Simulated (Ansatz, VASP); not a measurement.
**One calculation of BaTiO3, two programs**

```
Ba Ti O
1.0
     4.03653    0.00000    0.00000
     0.00000    2.87438    2.88325
     0.00000   -2.87438    2.88325
Ba Ti O
1 1 3
Cartesian
  0.0000 0.0000 0.0000
  2.0183 0.0000 2.9288
  0.0000 0.0000 2.8377
  2.0183 -1.4119 4.3140
  2.0183 1.4119 4.3140
```

Change from the starting cell: volume scaled by 1.04.

Alike in both runs: task single point; functional PBEsol; k mesh 8 × 8 × 8; occupations fermi-dirac, width 0.05 eV; no spin polarisation.

```csv
,VASP,Ansatz
version,VASP 6.6.1,Ansatz 0.2.0
potentials or method,"VASP PAW PBE potentials, release 64 (Ba_sv, Ti_sv, O), cutoff 520 eV","all-electron LAPW, scalar-relativistic"
```

|  | VASP | Ansatz | Ansatz less VASP |
| --- | --- | --- | --- |
| pressure (GPa) | -8.5 | -10.0 | -1.55 |
| traceless stress, the component that is largest in VASP (GPa) | -0.60 | -0.59 | +0.013 |
| rms of the force components (eV/Å) | 0.141 | 0.146 | +0.0058 |

VASP's potentials were made for PBE, not for PBEsol. Atom by atom the forces differ by 0.007 eV/Å (rms over components). Ansatz ran all-electron here, and VASP with PAW potentials.

Spin-orbit coupling is off throughout.
